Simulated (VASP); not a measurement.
Here is a VASP 6.6.1 calculation.

The input INCAR:

```
ALGO = Normal ; EDIFF = 1E-7
ENCUT = 520 ; GGA = PE
ISIF = 2 ; ISMEAR = -1
LASPH = T ; LCHARG = F
LREAL = F ; LWAVE = F
NBANDS = 17 ; NELM = 100
PREC = Accurate ; SIGMA = 0.05
```

The input KPOINTS:

```
k-points
0
Gamma
  8 8 8
```

Contents of POSCAR:

```
WS
1.0
    3.4448484800      0.0000000000      0.0000000000
    0.0000000000      3.4448484800      0.0000000000
    0.0000000000      0.0000000000      3.4448484800
W S
1 1
Direct
    0.5000000000      0.5000000000      0.5000000000
    0.0000000000      0.0000000000      0.0000000000
```

Potentials or basis: VASP PAW PBE potentials, release 64 (W_sv, S).

Launch:

```bash
$ cat potpaw_PBE.64/W_sv/POTCAR potpaw_PBE.64/S/POTCAR > POTCAR
$ mpirun -np 1 vasp_std > vasp.out
```

(1) Predict the band gap on the k mesh.

(2) What does it give for the pressure?

## Answers

(1) zero (band 10 reaches 8.96 eV, above the bottom of band 11 at 6.13 eV).

(2) -35.5 GPa.

Caveat: spin-orbit coupling is left out, which moves the levels of the heavy elements.
